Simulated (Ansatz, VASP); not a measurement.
**ZrN in VASP and in Ansatz**

```xyz
2
Lattice="0.0000 2.2994 2.2994 2.2994 0.0000 2.2994 2.2994 2.2994 0.0000" Properties=species:S:1:pos:R:3 pbc="T T T"
Zr    0.0000    0.0000    0.0000
N     2.2994    2.2994    2.2994
```

Change from the starting cell: volume scaled by 1.02.

Alike in both runs: task single point; functional PBE; k mesh 9 × 9 × 9; occupations fermi-dirac, width 0.01 eV; no spin polarisation.

```csv
,VASP,Ansatz
version,VASP 6.6.1,Ansatz 0.2.0
potentials or method,"VASP PAW PBE potentials, release 64 (Zr_sv, N), cutoff 600 eV","all-electron LAPW, scalar-relativistic"
```

Ansatz gave:

* pressure (GPa): -0.6

Estimate VASP's values.

pressure (GPa): -0.5.

Ansatz ran all-electron here, and VASP with PAW potentials.
